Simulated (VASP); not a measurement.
A run of VASP 6.6.1:

File INCAR:

```
SYSTEM = KF
  PREC = Accurate
  ENCUT = 520
  EDIFF = 1E-6
  ISMEAR = -1
  SIGMA = 0.05
  LREAL = .FALSE.
  LASPH = .TRUE.
  NELM = 60
  ALGO = Normal
  ISIF = 2
  LWAVE = .FALSE.
  LCHARG = .TRUE.
  GGA = PS
  IVDW = 13
  LELF = .TRUE.
  LVHAR = .TRUE.
  NBANDS = 15
```

Contents of KPOINTS:

```
regular mesh
0
G
  9 9 9
  0 0 0
```

File POSCAR:

```
KF
1.0
    0.0000000000      2.6433102442      2.6433102442
    2.6433102442      0.0000000000      2.6433102442
    2.6433102442      2.6433102442      0.0000000000
K F
1 1
Direct
    0.0000000000      0.0000000000      0.0000000000
    0.5000000000      0.5000000000      0.5000000000
```

Potentials or basis: VASP PAW PBE potentials, release 64 (K_sv, F).

Launch:

```sh
$ cat potpaw_PBE.64/K_sv/POTCAR potpaw_PBE.64/F/POTCAR > POTCAR
$ mpirun -np 1 vasp_std > vasp.out
```

Hardware: 1 thread of Intel(R) Xeon(R) Platinum 8488C (Sapphire Rapids), on a shared host.

Q: How long does it take, and how much memory?

A: Wall time 11 s on 1 thread of Intel(R) Xeon(R) Platinum 8488C (Sapphire Rapids), with other jobs on the host, peak memory 0.16 GiB. Counts: scf iterations 13, k points 35.
